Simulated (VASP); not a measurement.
# Cd2C in VASP: notebook

The runs below take Cd2C through single point, with PBE.

Program: VASP 6.6.1. These are calculated values, not measurements. Logs are shortened: lines on timing, memory, paths and dates and some standing lists are left out, and cuts for length are marked.

### 1 The cell of the first run

The structure is hexagonal, space group P6mm (No. 183). The conventional cell has a = 4.678 Å, b = 4.678 Å, c = 2.997 Å, α = 90.00°, β = 90.00°, γ = 120.00°. Within 3.6 Å of Cd (site symmetry 3m) lie 5 Cd at 2.70 to 3.00 Å and 3 C at 2.70 Å. Within 3.6 Å of C (site symmetry 6mm) lie 6 Cd at 2.70 Å and 2 C at 3.00 Å.

### 2 Single point, PBE

File INCAR:

```
SYSTEM = Cd2C
  PREC = Accurate
  ENCUT = 520
  EDIFF = 1E-6
  ISMEAR = 0
  SIGMA = 0.1
  LREAL = .FALSE.
  LASPH = .TRUE.
  NELM = 80
  ALGO = Normal
  ISIF = 2
  LWAVE = .FALSE.
  LCHARG = .TRUE.
  GGA = PE
  LELF = .TRUE.
  LVHAR = .TRUE.
  NBANDS = 21
```

File KPOINTS:

```
regular mesh
0
G
  6 6 6
  0 0 0
```

File POSCAR:

```
Cd2C
1.0
    4.6781888262      0.0000000000      0.0000000000
   -2.3390944131      4.0514303672      0.0000000000
    0.0000000000      0.0000000000      2.9973329137
Cd C
2 1
Direct
    0.3333333333      0.6666666667      0.9490988426
    0.6666666667      0.3333333333      0.9490988426
    0.0000000000      0.0000000000      0.9522042047
```

Potentials or basis: VASP PAW PBE potentials, release 64 (Cd, C).

On the command line:

```sh
cat potpaw_PBE.64/Cd/POTCAR potpaw_PBE.64/C/POTCAR > POTCAR
mpirun -np 1 vasp_std > vasp.out
```

OUTCAR:

```text
SYSTEM = Cd2C
   PREC = Accurate
   ENCUT = 520
   EDIFF = 1E-6
   ISMEAR = 0
   LREAL = .FALSE.
   LASPH = .TRUE.
   NELM = 80
   ISIF = 2
   GGA = PE

 ion  position               nearest neighbor table
   1  0.333  0.667  0.949-   2 2.70   2 2.70   2 2.70   3 2.70   3 2.70   3 2.70
   2  0.667  0.333  0.949-   1 2.70   1 2.70   1 2.70   3 2.70   3 2.70   3 2.70
   3  0.000  0.000  0.952-   1 2.70   2 2.70   2 2.70   1 2.70   2 2.70   1 2.70

  LATTYP: Found a hexagonal cell.
 ALAT       =     4.6781888262
 C/A-ratio  =     0.6407037050

  Lattice vectors:

 A1 = (   4.6781888262,   0.0000000000,   0.0000000000)
 A2 = (  -2.3390944131,   4.0514303672,   0.0000000000)
 A3 = (   0.0000000000,   0.0000000000,   2.9973329137)

Analysis of symmetry for initial positions (statically):
=====================================================================
 Subroutine PRICEL returns:
 Original cell was already a primitive cell.

 Routine SETGRP: Setting up the symmetry group for a
 hexagonal supercell.

 Subroutine GETGRP returns: Found 12 space group operations
 (whereof 12 operations were pure point group operations)
 out of a pool of 24 trial point group operations.

The static configuration has the point symmetry C_6v.

Analysis of symmetry for dynamics (positions and initial velocities):
=====================================================================
 Subroutine PRICEL returns:
 Original cell was already a primitive cell.

 Routine SETGRP: Setting up the symmetry group for a
 hexagonal supercell.

 Subroutine GETGRP returns: Found 12 space group operations
 (whereof 12 operations were pure point group operations)
 out of a pool of 24 trial point group operations.

The dynamic configuration has the point symmetry C_6v.

 Subroutine INISYM returns: Found 12 space group operations
 (whereof 12 operations are pure point group operations),
 and found     1 'primitive' translations

----------------------------------------------------------------------------------------

                                     Primitive cell

  volume of cell :      56.8095

  direct lattice vectors                    reciprocal lattice vectors
     4.678188826  0.000000000  0.000000000     0.213757939  0.123413203  0.000000000
    -2.339094413  4.051430367  0.000000000     0.000000000  0.246826407  0.000000000
     0.000000000  0.000000000  2.997332914     0.000000000  0.000000000  0.333629940

  length of vectors
     4.678188826  4.678188826  2.997332914     0.246826407  0.246826407  0.333629940

  position of ions in fractional coordinates (direct lattice)
     0.333333333  0.666666667  0.949098843
     0.666666667  0.333333333  0.949098843
     0.000000000  0.000000000  0.952204205

  ion indices of the primitive-cell ions
   primitive index   ion index
                 1           1
                 2           2
                 3           3

----------------------------------------------------------------------------------------

 KPOINTS: regular mesh

Automatic generation of k-mesh.
 Grid dimensions read from file:
 generate k-points for:    6    6    6

 Generating k-lattice:

  Cartesian coordinates                     Fractional coordinates (reciprocal lattice)
     0.035626323  0.020568867  0.000000000     0.166666667  0.000000000  0.000000000
     0.000000000  0.041137734  0.000000000     0.000000000  0.166666667  0.000000000
     0.000000000  0.000000000  0.055604990     0.000000000  0.000000000  0.166666667

  Length of vectors
     0.041137734  0.041137734  0.055604990

  Shift w.r.t. Gamma in fractional coordinates (k-lattice)
     0.000000000  0.000000000  0.000000000

 Subroutine IBZKPT returns following result:
 ===========================================

 Found     28 irreducible k-points:

 Following reciprocal coordinates:
            Coordinates               Weight
  0.000000  0.000000  0.000000      1.000000
  0.166667 -0.000000  0.000000      6.000000
  0.333333  0.000000  0.000000      6.000000
  0.500000  0.000000  0.000000      3.000000
  0.166667  0.166667  0.000000      6.000000
  0.333333  0.166667  0.000000     12.000000
[... 16 lines left out ...]
  0.166667 -0.000000  0.500000      6.000000
  0.333333  0.000000  0.500000      6.000000
 [... further k-points ...]
   k-points           NKPTS =     28   k-points in BZ     NKDIM =     28   number of bands    NBANDS=     21
   number of dos      NEDOS =    301   number of ions     NIONS =      3
   total plane-waves  NPLWV =  31104
   dimension x,y,z NGX =    36 NGY =   36 NGZ =   24
   dimension x,y,z NGXF=    72 NGYF=   72 NGZF=   48
   ions per type =               2   1
   NGX,Y,Z   is equivalent  to a cutoff of  12.79, 12.79, 13.31 a.u.
   NGXF,Y,Z  is equivalent  to a cutoff of  25.59, 25.59, 26.62 a.u.
 SYSTEM =  Cd2C
   PREC   = accura    normal or accurate (medium, high low for compatibility)
   ISTART =      0    job   : 0-new  1-cont  2-samecut
   ICHARG =      2    charge: 1-file 2-atom 10-const
   ISPIN  =      1    spin polarized calculation?
   LNONCOLLINEAR =      F non collinear calculations
   LSORBIT =      F    spin-orbit coupling
   LASPH  =      T    aspherical Exc in radial PAW
   ENCUT  =  520.0 eV  38.22 Ry    6.18 a.u.   8.70  8.70  5.57*2*pi/ulx,y,z
   NELM   =     80;   NELMIN=  2; NELMDL= -5     # of ELM steps
   EDIFF  = 0.1E-05   stopping-criterion for ELM
   LREAL  =      F    real-space projection
   EDIFFG = 0.1E-04   stopping-criterion for IOM
   NSW    =      0    number of steps for IOM
   IBRION =     -1    ionic relax: 0-MD 1-quasi-New 2-CG
   NFREE  =      0    steps in history (QN), initial steepest desc. (CG)
   ISIF   =      2    stress and relaxation
   ISYM   =      2    0-nonsym 1-usesym 2-fastsym
   POTIM  = 0.5000    time-step for ionic-motion
   TEBEG  =    0.0;   TEEND  =   0.0 temperature during run
   PSTRESS=    0.0 pullay stress
   NELECT =      28.0000    total number of electrons
   NUPDOWN=      -1.0000    fix difference up-down
   EMIN   =  10.00;   EMAX   =-10.00  energy-range for DOS
   EFERMI =   0.00;   METHOD = LEGACY
   ISMEAR =     0;   SIGMA  =   0.10  broadening in eV -4-tet -1-fermi 0-gaus
   EFERMI_NEDOS =   21; number of points for ismear=-14 and -15
   IALGO  =     38    algorithm
   IMIX   =      4    mixing-type and parameters
     AMIX     =   0.40;   BMIX     =  1.00
     AMIX_MAG =   1.60;   BMIX_MAG =  1.00
  volume/ion in A,a.u.               =      18.94       127.79
  Fermi-wavevector in a.u.,A,eV,Ry     =   1.293165  2.443727 22.752678  1.672275
  Thomas-Fermi vector in A             =   2.424827
   LORBIT       =      0    0 simple, 1 ext, 2 COOP (PROOUT), +10 PAW based schemes
   GGA     = PE    functional components
   LHFCALC =     F    Hartree Fock is set to
   AEXX    =    0.0000 exact exchange contribution
   IVDW    =     0    specifies the selected vdW correction
   LEPSILON=     F    determine dielectric tensor
   LRPA    =     F    only Hartree local field effects (RPA)
 non-spin polarized calculation
 Gauss-broadening in eV      SIGMA  =   0.10
  energy-cutoff  :      520.00
  volume of cell :       56.81
 maximum number of plane-waves:      1542
 NGX is ok and might be reduce to    36
   NGX = 17   NGY = 17   NGZ = 11

 number of electron      28.0000000 magnetization

 Free energy of the ion-electron system (eV)
  ---------------------------------------------------
  ext. energy  EPLUGINS =         0.00000000
  ---------------------------------------------------
  free energy    TOTEN  =        -5.54049051 eV

  energy without entropy =       -5.52837191  energy(sigma->0) =       -5.53443121

 E-fermi :   2.2605     XC(G=0): -10.6085

 val. band max:        2.2080775904   @ k =   0.3333   0.0000   0.3333
 cond. band min:       2.3020083365   @ k =   0.3333   0.1667   0.1667
 fundamental gap:      0.0939307460
 Fermi energy:         2.2605215519

 k-point     1 :       0.0000    0.0000    0.0000
  band No.  band energies     occupation
      1      -8.6310      2.00000
      2      -7.2870      2.00000
      3      -6.8582      2.00000
      4      -6.8422      2.00000
      5      -6.8422      2.00000
      6      -6.6652      2.00000
[... 13 lines left out ...]
     20      12.5951      0.00000
     21      13.1259      0.00000

 k-point     2 :       0.1667   -0.0000    0.0000
  band No.  band energies     occupation
      1      -8.4573      2.00000
      2      -7.3658      2.00000
      3      -7.0538      2.00000
      4      -7.0337      2.00000
      5      -6.8446      2.00000
      6      -6.5208      2.00000
[... 13 lines left out ...]
     20      12.4856      0.00000
     21      13.1643      0.00000

 k-point     3 :       0.3333    0.0000    0.0000
  band No.  band energies     occupation
      1      -8.1661      2.00000
      2      -7.4894      2.00000
      3      -7.2272      2.00000
      4      -7.0900      2.00000
      5      -6.7061      2.00000
      6      -6.5492      2.00000
[... 13 lines left out ...]
     20      12.0809      0.00000
     21      13.3894      0.00000

 k-point     4 :       0.5000    0.0000    0.0000
  band No.  band energies     occupation
      1      -8.1289      2.00000
      2      -7.3805      2.00000
      3      -7.2866      2.00000
      4      -7.1817      2.00000
      5      -6.5624      2.00000
      6      -6.4378      2.00000
[... 13 lines left out ...]
     20      13.6410      0.00000
     21      13.8231      0.00000

 k-point     5 :       0.1667    0.1667    0.0000
  band No.  band energies     occupation
      1      -8.2395      2.00000
      2      -7.5017      2.00000
      3      -7.1683      2.00000
      4      -6.9539      2.00000
      5      -6.8399      2.00000
      6      -6.5502      2.00000
[... 13 lines left out ...]
     20      12.7414      0.00000
     21      13.3276      0.00000
[... 382 lines left out ...]
     20      12.1673      0.00000
     21      12.1673      0.00000

 k-point    22 :       0.0000    0.0000    0.5000
  band No.  band energies     occupation
      1      -7.9204      2.00000
      2      -7.1222      2.00000
      3      -7.1222      2.00000
      4      -6.7499      2.00000
      5      -6.7499      2.00000
      6      -6.5183      2.00000
[... 13 lines left out ...]
     20      10.2738      0.00000
     21      11.1400      0.00000

 k-point    23 :       0.1667   -0.0000    0.5000
  band No.  band energies     occupation
      1      -7.7428      2.00000
      2      -7.1520      2.00000
      3      -7.1072      2.00000
      4      -7.0043      2.00000
      5      -6.9461      2.00000
      6      -6.4512      2.00000
[... 13 lines left out ...]
     20      10.5326      0.00000
     21      11.2688      0.00000

 k-point    24 :       0.3333    0.0000    0.5000
  band No.  band energies     occupation
      1      -7.5072      2.00000
      2      -7.2060      2.00000
      3      -7.1246      2.00000
      4      -7.1234      2.00000
      5      -7.0848      2.00000
      6      -6.5400      2.00000
[... 13 lines left out ...]
     20      10.0298      0.00000
     21      12.5179      0.00000

 [... further k-points ...]
[... 5 lines left out ...]
  --------------------------------------------------------------------------------------
  -------------------------------------------------------------------------------------
  Total        0.2359883      0.2359883      0.0491011      0.0000000     -0.0000000      0.0000000
  in kB        6.6554882      6.6554882      1.3847806      0.0000000     -0.0000000      0.0000000
  external PRESSURE =       4.8985857 kB  Pullay stress =       0.0000000 kB

 VOLUME and BASIS-vectors are now :
 -----------------------------------------------------------------------------
  energy-cutoff  :      520.00
  volume of cell :       56.81
      direct lattice vectors                 reciprocal lattice vectors
     4.678188826  0.000000000  0.000000000     0.213757939  0.123413203  0.000000000
    -2.339094413  4.051430367  0.000000000     0.000000000  0.246826407  0.000000000
     0.000000000  0.000000000  2.997332914     0.000000000  0.000000000  0.333629940

 POSITION                                       TOTAL-FORCE (eV/Angst)
 -----------------------------------------------------------------------------------
     -0.00000      2.70095      2.84477        -0.000000     -0.000000      0.002332
      2.33909      1.35048      2.84477         0.000000      0.000000      0.002332
      0.00000      0.00000      2.85407        -0.000000      0.000000     -0.004665
 -----------------------------------------------------------------------------------
    total drift:                                0.000000      0.000000     -0.000212

  FREE ENERGIE OF THE ION-ELECTRON SYSTEM (eV)
  ---------------------------------------------------
  free  energy   TOTEN  =        -5.5404905083 eV

  energy  without entropy=       -5.5283719124  energy(sigma->0) =       -5.53443121
```

Wall time 35 s (1 thread of Oxide Virtual Turin-like, shared host); peak memory 0.15 GiB.

Results:

- Free energy: -5.5405 eV
- Pressure: 0.5 GPa
- Largest force: 0.005 eV/Å
- Band gap on the k mesh: zero (band 14 reaches 4.20 eV, above the bottom of band 15 at 1.98 eV)

Forces on the atoms (eV/Å):
```
Cd   0.000  0.000  0.002
Cd   0.000  0.000  0.002
C    0.000  0.000 -0.005
```

Stress tensor (GPa, compression positive):
```
0.67 0.00 0.00
0.00 0.67 0.00
0.00 0.00 0.14
```

### 3 Single point, PBE, collinear spin, ferromagnetic start

File INCAR:

```
  PREC = Accurate
  ENCUT = 520
  EDIFF = 1E-6
  ISMEAR = 0
  SIGMA = 0.1
  LREAL = False
  LASPH = True
  NELM = 150
  ALGO = Normal
  ISIF = 2
  LWAVE = False
  LCHARG = False
  ISPIN = 2
  MAGMOM = 0 0 1
  LORBIT = 11
  GGA = PE
  NBANDS = 25
```

File KPOINTS:

```
Automatic mesh
0
Gamma
  6 6 6
```

File POSCAR:

```
Cd2C
1.0
    4.6781888262      0.0000000000      0.0000000000
   -2.3390944131      4.0514303672      0.0000000000
    0.0000000000      0.0000000000      2.9973329137
Cd C
2 1
Direct
    0.3333333333      0.6666666667      0.5000000000
    0.6666666667      0.3333333333      0.5000000000
    0.0000000000      0.0000000000      0.5000000000
```

Potentials or basis: VASP PAW PBE potentials, release 64 (Cd, C).

On the command line:

```sh
cat potpaw_PBE.64/Cd/POTCAR potpaw_PBE.64/C/POTCAR > POTCAR
mpirun -np 1 vasp_std > vasp.out
```

It took 2.4 min on 1 thread of Oxide Virtual Turin-like, shared host; peak memory 0.19 GiB.

It converged, with:

```
Free energy                                           : -5.5405 eV
Pressure                                              : 0.5 GPa
Band gap on the k mesh                                : zero (filled and empty bands overlap)
Net moment                                            : 0.00 μB per cell
Valence electrons inside the program's atomic spheres : Cd 10.34; C 2.05
```

Stress tensor (GPa, compression positive):
```
0.67 0.00 0.00
0.00 0.67 0.00
0.00 0.00 0.15
```

Levels at points of the mesh, in eV from the Fermi level:
Spin up:
```
           k point  band 12  band 13  band 14  band 15  band 16  band 17
(0.00, 0.00, 0.00)    -4.12    -0.77    -0.77     1.72     1.72     1.90
(0.50, 0.00, 0.00)    -6.10    -2.79    -2.09     2.10     2.44     4.94
(0.00, 0.00, 0.50)    -3.48    -0.40     0.12     0.12     1.34     4.89
(0.50, 0.00, 0.50)    -2.86    -1.65    -1.27    -0.28     1.76     2.27
```
Spin down:
| k point | band 10 | band 11 | band 12 | band 13 | band 14 | band 15 | band 16 | band 17 | band 18 | band 19 |
| --- | --- | --- | --- | --- | --- | --- | --- | --- | --- | --- |
| (0.00, 0.00, 0.00) | -8.24 | -8.24 | -4.12 | -0.77 | -0.77 | 1.72 | 1.72 | 1.90 | 2.65 | 10.33 |
| (0.50, 0.00, 0.00) | -8.18 | -8.11 | -6.10 | -2.79 | -2.09 | 2.11 | 2.44 | 4.94 | 6.25 | 9.44 |
| (0.00, 0.00, 0.50) | -7.84 | -7.45 | -3.48 | -0.40 | 0.12 | 0.12 | 1.34 | 4.89 | 4.89 | 5.06 |
| (0.50, 0.00, 0.50) | -7.88 | -7.32 | -2.86 | -1.65 | -1.27 | -0.28 | 1.76 | 2.27 | 4.31 | 7.54 |
